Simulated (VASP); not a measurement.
# Mn in VASP: notebook, part 2 of 2

VASP 6.6.1. Earlier steps stand in the parts before.

### 4 Single point, PBE

Contents of INCAR:

```
SYSTEM = Mn
PREC = Accurate
ENCUT = 520
EDIFF = 1E-6
ISMEAR = -1
SIGMA = 0.1
LREAL = .False.
LASPH = .True.
NELM = 80
ALGO = Normal
ISIF = 2
LWAVE = .False.
LCHARG = .True.
GGA = PE
LELF = .True.
LVHAR = .True.
NBANDS = 12
```

Contents of KPOINTS:

```
Automatic mesh
0
Gamma
  15 15 15
  0 0 0
```

Contents of POSCAR:

```
Mn
1.0
    0.0000000000      1.7519522834      1.7519522834
    1.7519522834      0.0000000000      1.7519522834
    1.7519522834      1.7519522834      0.0000000000
Mn
1
Direct
    0.0000000000      0.0000000000      0.0000000000
```

Potentials or basis: VASP PAW PBE potentials, release 64 (Mn_pv).

Started as:

```console
> cat potpaw_PBE.64/Mn_pv/POTCAR > POTCAR
> mpirun -np 1 vasp_std > vasp.out
```

OUTCAR:

```text
SYSTEM = Mn
   PREC = Accurate
   ENCUT = 520
   EDIFF = 1E-6
   ISMEAR = -1
   LREAL = .False.
   LASPH = .True.
   NELM = 80
   ISIF = 2
   GGA = PE

 ion  position               nearest neighbor table
   1  0.000  0.000  0.000-

  LATTYP: Found a face centered cubic cell.
 ALAT       =     3.5039045668

  Lattice vectors:

 A1 = (   0.0000000000,   1.7519522834,   1.7519522834)
 A2 = (   1.7519522834,   0.0000000000,   1.7519522834)
 A3 = (   1.7519522834,   1.7519522834,   0.0000000000)

Analysis of symmetry for initial positions (statically):
=====================================================================
 Subroutine PRICEL returns:
 Original cell was already a primitive cell.

 Routine SETGRP: Setting up the symmetry group for a
 face centered cubic supercell.

 Subroutine GETGRP returns: Found 48 space group operations
 (whereof 48 operations were pure point group operations)
 out of a pool of 48 trial point group operations.

The static configuration has the point symmetry O_h .

Analysis of symmetry for dynamics (positions and initial velocities):
[... 165 lines left out ...]
      1     -37.1611      2.00000
      2     -37.1611      2.00000
      3     -37.1611      2.00000
      4       2.1839      2.00000
      5       9.3471      1.99998
      6       9.3471      1.99998
      7       9.3471      1.99998
      8      11.0331      0.00855
      9      11.0331      0.00855
     10      31.8766      0.00000
     11      37.6864      0.00000
     12      37.6864      0.00000
[... 331 lines left out ...]
 k-point    24 :       0.2000    0.1333    0.0000
  band No.  band energies     occupation
      1     -37.3761      2.00000
      2     -37.2287      2.00000
      3     -37.2225      2.00000
      4       3.7623      2.00000
      5       8.5631      2.00000
      6       9.8564      1.99639
      7       9.9261      1.99277
      8      10.4525      1.17557
      9      11.3079      0.00055
     10      31.1563      0.00000
     11      32.7357      0.00000
     12      34.4246      0.00000

 [... further k-points ...]

------------------------ aborting loop because EDIFF is reached ----------------------------------------

  FORCE on cell =-STRESS in cart. coord.  units (eV):
  Direction    XX          YY          ZZ          XY          YZ          ZX
  --------------------------------------------------------------------------------------
  -------------------------------------------------------------------------------------
  Total       -0.0078716     -0.0078716     -0.0078716     -0.0000000      0.0000000      0.0000000
  in kB       -1.1726769     -1.1726769     -1.1726769     -0.0000000      0.0000000      0.0000000
  external PRESSURE =      -1.1726769 kB  Pullay stress =       0.0000000 kB

 VOLUME and BASIS-vectors are now :
 -----------------------------------------------------------------------------
  energy-cutoff  :      520.00
  volume of cell :       10.75
      direct lattice vectors                 reciprocal lattice vectors
     0.000000000  1.751952283  1.751952283    -0.285395901  0.285395901  0.285395901
     1.751952283  0.000000000  1.751952283     0.285395901 -0.285395901  0.285395901
     1.751952283  1.751952283  0.000000000     0.285395901  0.285395901 -0.285395901

 POSITION                                       TOTAL-FORCE (eV/Angst)
 -----------------------------------------------------------------------------------
      0.00000      0.00000      0.00000        -0.000000      0.000000      0.000000
 -----------------------------------------------------------------------------------
    total drift:                                0.000000     -0.000000      0.000000

  FREE ENERGIE OF THE ION-ELECTRON SYSTEM (eV)
  ---------------------------------------------------
  free  energy   TOTEN  =        -8.9409671922 eV

  energy  without entropy=       -8.8920403331  energy(sigma->0) =       -8.91650376
```

It took 7.7 s on 1 thread of AMD EPYC 9R45 (Zen 5), shared host; peak memory 0.09 GiB.

Results:

| Quantity | Value |
| --- | --- |
| Free energy | -8.9410 eV |
| Pressure | -0.1 GPa |
| Band gap on the k mesh | zero (an odd number of electrons rules out a gap without spin polarisation) |

Levels at points of the mesh, in eV from the Fermi level:
| k point | band 5 | band 6 | band 7 | band 8 | band 9 | band 10 |
| --- | --- | --- | --- | --- | --- | --- |
| (0.00, 0.00, 0.00) | -1.14 | -1.14 | -1.14 | 0.55 | 0.55 | 21.39 |

Caveat: the run has no spin polarisation, though such a crystal can be magnetic. Spin polarisation is off, so any magnetic state and its effect on volume and gap are missing.

### 5 Relaxation of cell and atoms, PBE

This run uses another cell than the first one, of 11.75 Å³/atom.

Contents of INCAR:

```
SYSTEM = Mn
PREC = Accurate
ENCUT = 600
EDIFF = 1E-7
ISMEAR = -1
SIGMA = 0.1
LREAL = .False.
LASPH = .True.
NELM = 80
ALGO = Normal
ISIF = 3
LWAVE = .False.
LCHARG = .False.
GGA = PE
IBRION = 2
NSW = 80
EDIFFG = -0.01
```

KPOINTS is that of step 4.

Contents of POSCAR:

```
Mn
1.0
    0.0000000000      1.8043883278      1.8043883278
    1.8043883278      0.0000000000      1.8043883278
    1.8043883278      1.8043883278      0.0000000000
Mn
1
Direct
    0.0000000000      0.0000000000      0.0000000000
```

Started as:

```console
> cat potpaw_PBE.64/Mn_pv/POTCAR > POTCAR
> mpirun -np 1 vasp_std > vasp.out
```

Wall time 40 s (1 thread of AMD EPYC 9R45 (Zen 5), shared host); peak memory 0.11 GiB.

It converged, with:

* Free energy: -8.9417 eV
* Relaxed volume: 10.75 Å³/atom
* Relaxed cell: a = 2.477 Å, b = 2.477 Å, c = 2.477 Å, α = 60.00°, β = 60.00°, γ = 60.00°
* Space group after relaxing (to 0.1 Å): Fm-3m (No. 225)
* Energy gained by relaxing: 69.0 meV/atom
* Ionic steps: 7
* Pressure after relaxing: 0.0 GPa
* Band gap on the k mesh: zero (an odd number of electrons rules out a gap without spin polarisation)

The path:
| step | energy change (eV) | largest force (eV/Å) | pressure (GPa) | volume (Å³) |
| --- | --- | --- | --- | --- |
| 1 | 0.0000 | 0.0000 | -20.29 | 11.75 |
| 2 | 0.1192 | 0.0000 | 50.51 | 9.40 |
| 3 | -0.0689 | 0.0000 | -0.91 | 10.78 |
| 4 | -0.0690 | 0.0000 | -0.17 | 10.75 |
| 5 | -0.0690 | 0.0000 | 0.33 | 10.73 |
| 6 | -0.0690 | 0.0000 | -0.46 | 10.76 |
| 7 | -0.0690 | 0.0000 | 0.02 | 10.75 |

Final structure:
```
Mn
1.0
     0.00000    1.75146    1.75146
     1.75146    0.00000    1.75146
     1.75146    1.75146    0.00000
Mn
1
Cartesian
  0.0000 0.0000 0.0000
```

Levels at points of the mesh, in eV from the Fermi level:
```tsv
k point	band 3	band 4	band 5	band 6	band 7	band 8	band 9	band 10
(0.00, 0.00, 0.00)	-47.65	-8.31	-1.14	-1.14	-1.14	0.55	0.55	21.39
```

Caveat: the run has no spin polarisation, though such a crystal can be magnetic. Spin polarisation is off, so any magnetic state and its effect on volume and gap are missing.

### 6 The runs side by side

| task | spin | cell | k mesh | cutoff (eV) | smearing | gap on the mesh (eV) | pressure (GPa) |
| --- | --- | --- | --- | --- | --- | --- | --- |
| single point | collinear, antiferromagnetic start | a = 2.465, b = 2.465, c = 3.314 Å, 2 atoms, atomic positions A | 14 × 14 × 10 | 520 | fermi-dirac 0.05 eV | none | 25.2 |
| single point | off | a = 2.478 Å, angles 60.0°, 1 atom, atomic positions B | 15 × 15 × 15 | 520 | fermi-dirac 0.1 eV | none | -0.1 |
| relaxation of cell and atoms | off | relaxed from a = 2.552 Å, angles 60.0°, 1 atom, atomic positions B | 15 × 15 × 15 | 600 | fermi-dirac 0.1 eV | none | 0.0 |

Alike in all rows: level PBE; potentials or basis VASP PAW PBE potentials, release 64 (Mn_pv).

Caveats: the cell stands under pressure (at least some runs).

Absolute energies hang on the potentials; compare differences alone.
